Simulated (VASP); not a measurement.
# TlI2 (I4/mmm) in VASP: a series of runs

Runs on TlI2. Level: PBE. Tasks: single point.

Program: VASP 6.6.1. These are calculated values, not measurements. Logs are shortened: lines on timing, memory, paths and dates and some standing lists are left out, and cuts for length are marked.

## Step 1: The cell of the first run

Symmetry: I4/mmm, No. 139, tetragonal system. Conventional cell: a = 5.699 Å, b = 5.699 Å, c = 9.342 Å, α = 90.00°, β = 90.00°, γ = 90.00°. Tl (site symmetry 4/mmm) has 2 I at 3.11 Å within 4.1 Å. Within 4.1 Å of I (site symmetry 4mm) lie 1 Tl at 3.11 Å and 1 I at 3.13 Å.

## Step 2: Single point, PBE

File INCAR:

```
PREC = Accurate
ENCUT = 520
EDIFF = 1E-6
ISMEAR = 0
SIGMA = 0.1
LREAL = False
LASPH = True
NELM = 80
ALGO = Fast
ISIF = 2
LWAVE = False
LCHARG = True
GGA = PE
LELF = True
LVHAR = True
NBANDS = 20
```

File KPOINTS:

```
Automatic mesh
0
Gamma
  6 6 6
```

File POSCAR:

```
TlI2
1.0
   -2.8496936275      2.8496936275      4.6710539280
    2.8496936275     -2.8496936275      4.6710539280
    2.8496936275      2.8496936275     -4.6710539280
Tl I
1 2
Direct
    0.0000000000      0.0000000000      0.0000000000
    0.6674036494      0.6674036494      0.0000000000
    0.3325963506      0.3325963506      0.0000000000
```

Potentials or basis: VASP PAW PBE potentials, release 64 (Tl_d, I).

The run is started by

```
$ cat potpaw_PBE.64/Tl_d/POTCAR potpaw_PBE.64/I/POTCAR > POTCAR
$ mpirun -np 1 vasp_std > vasp.out
```

OUTCAR:

```text
PREC = Accurate
   ENCUT = 520
   EDIFF = 1E-6
   ISMEAR = 0
   LREAL = False
   LASPH = True
   NELM = 80
   ISIF = 2
   GGA = PE

 ion  position               nearest neighbor table
   1  0.000  0.000  0.000-   2 3.11   3 3.11
   2  0.667  0.667  0.000-   1 3.11   3 3.13
   3  0.333  0.333  0.000-   1 3.11   2 3.13

  LATTYP: Found a body centered tetragonal cell.
 ALAT       =     5.6993872550
 C/A-ratio  =     1.6391424969

  Lattice vectors:

 A1 = (  -2.8496936275,   2.8496936275,   4.6710539280)
 A2 = (   2.8496936275,  -2.8496936275,   4.6710539280)
 A3 = (   2.8496936275,   2.8496936275,  -4.6710539280)

Analysis of symmetry for initial positions (statically):
=====================================================================
 Subroutine PRICEL returns:
 Original cell was already a primitive cell.

 Routine SETGRP: Setting up the symmetry group for a
 body centered tetragonal supercell.

 Subroutine GETGRP returns: Found 16 space group operations
 (whereof 16 operations were pure point group operations)
 out of a pool of 16 trial point group operations.

The static configuration has the point symmetry D_4h.

Analysis of symmetry for dynamics (positions and initial velocities):
=====================================================================
 Subroutine PRICEL returns:
 Original cell was already a primitive cell.

 Routine SETGRP: Setting up the symmetry group for a
 body centered tetragonal supercell.

 Subroutine GETGRP returns: Found 16 space group operations
 (whereof 16 operations were pure point group operations)
 out of a pool of 16 trial point group operations.

The dynamic configuration has the point symmetry D_4h.

 Subroutine INISYM returns: Found 16 space group operations
 (whereof 16 operations are pure point group operations),
 and found     1 'primitive' translations

----------------------------------------------------------------------------------------

                                     Primitive cell

  volume of cell :     151.7299

  direct lattice vectors                    reciprocal lattice vectors
    -2.849693628  2.849693628  4.671053928     0.000000000  0.175457458  0.107042224
     2.849693628 -2.849693628  4.671053928     0.175457458  0.000000000  0.107042224
     2.849693628  2.849693628 -4.671053928     0.175457458  0.175457458  0.000000000

  length of vectors
     6.169299177  6.169299177  6.169299177     0.205531889  0.205531889  0.248134317

  position of ions in fractional coordinates (direct lattice)
     0.000000000  0.000000000  0.000000000
     0.667403649  0.667403649  0.000000000
     0.332596351  0.332596351  0.000000000

  ion indices of the primitive-cell ions
   primitive index   ion index
                 1           1
                 2           2
                 3           3

----------------------------------------------------------------------------------------

 KPOINTS: Automatic mesh

Automatic generation of k-mesh.
 Grid dimensions read from file:
 generate k-points for:    6    6    6

 Generating k-lattice:

  Cartesian coordinates                     Fractional coordinates (reciprocal lattice)
     0.000000000  0.029242910  0.017840371     0.166666667  0.000000000  0.000000000
     0.029242910  0.000000000  0.017840371     0.000000000  0.166666667  0.000000000
     0.029242910  0.029242910  0.000000000     0.000000000  0.000000000  0.166666667

  Length of vectors
     0.034255315  0.034255315  0.041355719

  Shift w.r.t. Gamma in fractional coordinates (k-lattice)
     0.000000000  0.000000000  0.000000000

 Subroutine IBZKPT returns following result:
 ===========================================

 Found     30 irreducible k-points:

 Following reciprocal coordinates:
            Coordinates               Weight
  0.000000  0.000000  0.000000      1.000000
  0.166667 -0.000000  0.000000      8.000000
  0.333333 -0.000000  0.000000      8.000000
  0.500000 -0.000000  0.000000      4.000000
  0.166667  0.166667  0.000000      8.000000
  0.333333  0.166667  0.000000     16.000000
[... 16 lines left out ...]
 -0.333333 -0.333333  0.166667      8.000000
 -0.166667 -0.333333  0.166667      8.000000
 [... further k-points ...]
   k-points           NKPTS =     30   k-points in BZ     NKDIM =     30   number of bands    NBANDS=     20
   number of dos      NEDOS =    301   number of ions     NIONS =      3
   total plane-waves  NPLWV = 110592
   dimension x,y,z NGX =    48 NGY =   48 NGZ =   48
   dimension x,y,z NGXF=    96 NGYF=   96 NGZF=   96
   ions per type =               1   2
   NGX,Y,Z   is equivalent  to a cutoff of  12.93, 12.93, 12.93 a.u.
   NGXF,Y,Z  is equivalent  to a cutoff of  25.87, 25.87, 25.87 a.u.
 SYSTEM =  unknown system
   PREC   = accura    normal or accurate (medium, high low for compatibility)
   ISTART =      0    job   : 0-new  1-cont  2-samecut
   ICHARG =      2    charge: 1-file 2-atom 10-const
   ISPIN  =      1    spin polarized calculation?
   LNONCOLLINEAR =      F non collinear calculations
   LSORBIT =      F    spin-orbit coupling
   LASPH  =      T    aspherical Exc in radial PAW
   ENCUT  =  520.0 eV  38.22 Ry    6.18 a.u.  11.47 11.47 11.47*2*pi/ulx,y,z
   NELM   =     80;   NELMIN=  2; NELMDL= -5     # of ELM steps
   EDIFF  = 0.1E-05   stopping-criterion for ELM
   LREAL  =      F    real-space projection
   EDIFFG = 0.1E-04   stopping-criterion for IOM
   NSW    =      0    number of steps for IOM
   IBRION =     -1    ionic relax: 0-MD 1-quasi-New 2-CG
   NFREE  =      0    steps in history (QN), initial steepest desc. (CG)
   ISIF   =      2    stress and relaxation
   ISYM   =      2    0-nonsym 1-usesym 2-fastsym
   POTIM  = 0.5000    time-step for ionic-motion
   TEBEG  =    0.0;   TEEND  =   0.0 temperature during run
   PSTRESS=    0.0 pullay stress
   NELECT =      27.0000    total number of electrons
   NUPDOWN=      -1.0000    fix difference up-down
   EMIN   =  10.00;   EMAX   =-10.00  energy-range for DOS
   EFERMI =   0.00;   METHOD = LEGACY
   ISMEAR =     0;   SIGMA  =   0.10  broadening in eV -4-tet -1-fermi 0-gaus
   EFERMI_NEDOS =   21; number of points for ismear=-14 and -15
   IALGO  =     68    algorithm
   IMIX   =      4    mixing-type and parameters
     AMIX     =   0.40;   BMIX     =  1.00
     AMIX_MAG =   1.60;   BMIX_MAG =  1.00
  volume/ion in A,a.u.               =      50.58       341.31
  Fermi-wavevector in a.u.,A,eV,Ry     =   0.920815  1.740088 11.536381  0.847900
  Thomas-Fermi vector in A             =   2.046162
   LORBIT       =      0    0 simple, 1 ext, 2 COOP (PROOUT), +10 PAW based schemes
   GGA     = PE    functional components
   LHFCALC =     F    Hartree Fock is set to
   AEXX    =    0.0000 exact exchange contribution
   IVDW    =     0    specifies the selected vdW correction
   LEPSILON=     F    determine dielectric tensor
   LRPA    =     F    only Hartree local field effects (RPA)
 non-spin polarized calculation
 RMM-DIIS sequential band-by-band and
 Gauss-broadening in eV      SIGMA  =   0.10
  energy-cutoff  :      520.00
  volume of cell :      151.73
 maximum number of plane-waves:      4123
 NGX is ok and might be reduce to    48
   NGX = 23   NGY = 23   NGZ = 23

 number of electron      26.9999997 magnetization

 Free energy of the ion-electron system (eV)
  ---------------------------------------------------
  ext. energy  EPLUGINS =         0.00000000
  ---------------------------------------------------
  free energy    TOTEN  =        -6.00601165 eV

  energy without entropy =       -6.00600158  energy(sigma->0) =       -6.00600662

 E-fermi :   1.5623     XC(G=0):  -7.2252

 val. band max:        1.3154300307   @ k =  -0.3333   0.5000   0.3333
 cond. band min:       1.7818798081   @ k =  -0.1667  -0.1667   0.1667
 fundamental gap:      0.4664497774
 Fermi energy:         1.5623297974

 k-point     1 :       0.0000    0.0000    0.0000
  band No.  band energies     occupation
      1     -10.9715      2.00000
      2      -9.7278      2.00000
      3      -9.6848      2.00000
      4      -9.6800      2.00000
      5      -9.6049      2.00000
      6      -9.6049      2.00000
[... 12 lines left out ...]
     19       7.6292      0.00000
     20       7.8413      0.00000

 k-point     2 :       0.1667   -0.0000    0.0000
  band No.  band energies     occupation
      1     -10.9236      2.00000
      2      -9.8982      2.00000
      3      -9.6843      2.00000
      4      -9.6803      2.00000
      5      -9.6043      2.00000
      6      -9.6043      2.00000
[... 12 lines left out ...]
     19       7.3949      0.00000
     20       8.5714      0.00000

 k-point     3 :       0.3333   -0.0000    0.0000
  band No.  band energies     occupation
      1     -10.8011      2.00000
      2     -10.1298      2.00000
      3      -9.6833      2.00000
      4      -9.6809      2.00000
      5      -9.6044      2.00000
      6      -9.6031      2.00000
[... 12 lines left out ...]
     19       8.1932      0.00000
     20       8.6611      0.00000

 k-point     4 :       0.5000   -0.0000    0.0000
  band No.  band energies     occupation
      1     -10.7098      2.00000
      2     -10.2583      2.00000
      3      -9.6828      2.00000
      4      -9.6812      2.00000
      5      -9.6045      2.00000
      6      -9.6025      2.00000
[... 12 lines left out ...]
     19       8.2543      0.00000
     20       8.5484      0.00000

 k-point     5 :       0.1667    0.1667    0.0000
  band No.  band energies     occupation
      1     -10.8281      2.00000
      2     -10.1074      2.00000
      3      -9.6838      2.00000
      4      -9.6798      2.00000
      5      -9.6042      2.00000
      6      -9.6036      2.00000
[... 12 lines left out ...]
     19       7.4633      0.00000
     20       8.5335      0.00000
[... 353 lines left out ...]
      6      -9.6008      2.00000
[... 12 lines left out ...]
     19       8.1976      0.00000
     20       8.5409      0.00000

 k-point    22 :      -0.1667    0.5000    0.1667
  band No.  band energies     occupation
      1     -10.7182      2.00000
      2     -10.2149      2.00000
      3      -9.6834      2.00000
      4      -9.6807      2.00000
      5      -9.6030      2.00000
      6      -9.6020      2.00000
[... 12 lines left out ...]
     19       7.7554      0.00000
     20       8.3861      0.00000

 k-point    23 :      -0.3333   -0.3333    0.1667
  band No.  band energies     occupation
      1     -10.7058      2.00000
      2     -10.2328      2.00000
      3      -9.6840      2.00000
      4      -9.6797      2.00000
      5      -9.6024      2.00000
      6      -9.6019      2.00000
[... 12 lines left out ...]
     19       7.8537      0.00000
     20       8.2794      0.00000

 k-point    24 :      -0.1667   -0.3333    0.1667
  band No.  band energies     occupation
      1     -10.7408      2.00000
      2     -10.2412      2.00000
      3      -9.6845      2.00000
      4      -9.6800      2.00000
      5      -9.6032      2.00000
      6      -9.6027      2.00000
[... 12 lines left out ...]
     19       7.5463      0.00000
     20       8.5142      0.00000

 [... further k-points ...]

------------------------ aborting loop because EDIFF is reached ----------------------------------------

  FORCE on cell =-STRESS in cart. coord.  units (eV):
  Direction    XX          YY          ZZ          XY          YZ          ZX
  --------------------------------------------------------------------------------------
  -------------------------------------------------------------------------------------
  Total       -0.0610119     -0.0610119     -0.1238571      0.0000000      0.0000000      0.0000000
  in kB       -0.6442492     -0.6442492     -1.3078566      0.0000000      0.0000000      0.0000000
  external PRESSURE =      -0.8654517 kB  Pullay stress =       0.0000000 kB

 VOLUME and BASIS-vectors are now :
 -----------------------------------------------------------------------------
  energy-cutoff  :      520.00
  volume of cell :      151.73
      direct lattice vectors                 reciprocal lattice vectors
    -2.849693628  2.849693628  4.671053928     0.000000000  0.175457458  0.107042224
     2.849693628 -2.849693628  4.671053928     0.175457458  0.000000000  0.107042224
     2.849693628  2.849693628 -4.671053928     0.175457458  0.175457458  0.000000000

 POSITION                                       TOTAL-FORCE (eV/Angst)
 -----------------------------------------------------------------------------------
      0.00000      0.00000      0.00000         0.000000      0.000000      0.000000
      0.00000      0.00000      6.23496         0.000000      0.000000     -0.014092
      0.00000      0.00000      3.10715        -0.000000     -0.000000      0.014092
 -----------------------------------------------------------------------------------
    total drift:                               -0.000000     -0.000000      0.000000

  FREE ENERGIE OF THE ION-ELECTRON SYSTEM (eV)
  ---------------------------------------------------
  free  energy   TOTEN  =        -6.0060116522 eV

  energy  without entropy=       -6.0060015805  energy(sigma->0) =       -6.00600662
```

It took 3 min on 1 thread of Oxide Virtual Turin-like, shared host; peak memory 0.32 GiB.

Results:

| Item | Value |
| --- | --- |
| Free energy | -6.0060 eV |
| Pressure | -0.1 GPa |
| Largest force | 0.014 eV/Å |
| Band gap on the k mesh | zero (an odd number of electrons rules out a gap without spin polarisation) |

Forces in eV/Å, atoms in the order of the input:
```
Tl   0.000  0.000  0.000
I    0.000  0.000 -0.014
I    0.000  0.000  0.014
```

Levels at points of the mesh, in eV from the Fermi level:
```
           k point  band 10  band 11  band 12  band 13  band 14  band 15  band 16  band 17  band 18  band 19
(0.00, 0.00, 0.00)    -1.57    -1.57    -1.41    -1.41    -1.35     2.66     2.66     4.89     5.82     6.07
(0.50, 0.00, 0.00)    -1.85    -1.84    -1.32    -1.18     0.86     2.29     2.91     4.36     5.98     6.69
(0.50, 0.50, 0.00)    -2.09    -1.92    -1.48    -1.17    -0.40     2.21     3.59     5.87     6.81     7.04
(0.50, 0.50, 0.50)    -2.47    -1.72    -1.03    -0.49    -0.49     3.82     3.82     4.43     5.02     6.91
```

Caveat: spin-orbit coupling is left out, which moves the levels of the heavy elements; an odd number of electrons without spin polarisation forces a metal; a magnetic or distorted state may lie lower.

## Step 3: Single point, PBE

This run uses another cell than the first one, of 46.89 Å³/atom.

File INCAR:

```
SYSTEM = TlI2
PREC = Accurate
ENCUT = 520
EDIFF = 1E-6
ISMEAR = 0
SIGMA = 0.1
LREAL = .False.
LASPH = .True.
NELM = 100
ALGO = Fast
ISIF = 2
LWAVE = .False.
LCHARG = .False.
GGA = PE
NBANDS = 20
```

File KPOINTS:

```
Automatic mesh
0
Gamma
  12 12 12
  0 0 0
```

File POSCAR:

```
TlI2
1.0
   -2.7238961810      2.7238961810      4.7399906972
    2.7238961810     -2.7238961810      4.7399906972
    2.7238961810      2.7238961810     -4.7399906972
Tl I
1 2
Direct
    0.0000000000      0.0000000000      0.0000000000
    0.6644403914      0.6644403914      0.0000000000
    0.3355596086      0.3355596086      0.0000000000
```

Potentials or basis: VASP PAW PBE potentials, release 64 (Tl_d, I).

The run is started by

```
$ cat potpaw_PBE.64/Tl_d/POTCAR potpaw_PBE.64/I/POTCAR > POTCAR
$ mpirun -np 1 vasp_std > vasp.out
```

Wall time 14 min (1 thread of Oxide Virtual Turin-like, shared host); peak memory 0.61 GiB.

The run converged. Its results:

```
Free energy            : -5.9909 eV
Pressure               : 0.0 GPa
Largest force          : 0.010 eV/Å
Band gap on the k mesh : zero (an odd number of electrons rules out a gap without spin polarisation)
```

Forces in eV/Å, atoms in the order of the input:
```
Tl   0.000  0.000  0.000
I    0.000  0.000 -0.010
I    0.000  0.000  0.010
```

Levels at points of the mesh, in eV from the Fermi level:
```csv
k point,band 11,band 12,band 13,band 14,band 15,band 16,band 17,band 18
"(0.00, 0.00, 0.00)",-1.63,-1.38,-1.38,-1.29,2.94,2.94,5.33,5.73
"(0.50, 0.00, 0.00)",-1.77,-1.31,-1.14,0.73,2.29,3.00,4.23,5.94
"(0.50, 0.50, 0.00)",-2.08,-1.57,-1.06,-0.31,2.50,3.77,5.60,7.00
"(0.50, 0.50, 0.50)",-1.75,-0.90,-0.38,-0.38,4.13,4.13,4.40,4.86
```

Caveat: spin-orbit coupling is left out, which moves the levels of the heavy elements; an odd number of electrons without spin polarisation forces a metal; a magnetic or distorted state may lie lower.

The gap in the log of VASP goes by the Fermi energy; the results here count the filled bands.